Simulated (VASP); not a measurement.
Wanted: the native input for a VASP 6.6.1 run.

| Quantity | Value |
| --- | --- |
| Task | single point |
| Functional | PBEsol |
| Potentials or basis | VASP PAW PBE potentials, release 64 (Ti_sv) |
| Cutoff | 500 eV |
| k mesh | 11 × 11 × 11 |
| Occupations | fermi-dirac, width 0.1 eV |
| Spin | no spin polarisation |
| Dipole correction | no |
| Further INCAR settings | ALGO = Normal; EDIFF = 1e-06; NBANDS = 12 |

The structure of Ti lies in POSCAR:

```
Ti
1.0
   -1.5481184390      1.5481184390      1.5481184390
    1.5481184390     -1.5481184390      1.5481184390
    1.5481184390      1.5481184390     -1.5481184390
Ti
1
Direct
    0.0000000000      0.0000000000      0.0000000000
```

This isn't the form of Ti at room conditions, which is hcp.

These files were run (other wordings do the same):

INCAR

```
PREC = Accurate
ENCUT = 500
EDIFF = 1E-6
ISMEAR = -1
SIGMA = 0.1
LREAL = F
LASPH = T
NELM = 120
ALGO = Normal
ISIF = 2
LWAVE = F
LCHARG = F
GGA = PS
NBANDS = 12
GGA_COMPAT = F
```

KPOINTS

```
regular mesh
0
Gamma
  11 11 11
```

Potentials or basis: VASP PAW PBE potentials, release 64 (Ti_sv).

Command:

```console
$ cat potpaw_PBE.64/Ti_sv/POTCAR > POTCAR
$ mpirun -np 1 vasp_std > vasp.out
```

It gave:

The pressure is 14.5 GPa and the band gap on the k mesh is zero (bands 6 and 7 overlap by 1.89 eV).

Caveat: the cell stands under pressure; the PAW data sets were made with another functional, which shifts forces and pressure a little.

Wall time 5.4 s on 1 thread of Intel(R) Xeon(R) Platinum 8488C (Sapphire Rapids), with other jobs on the host, peak memory 0.12 GiB.
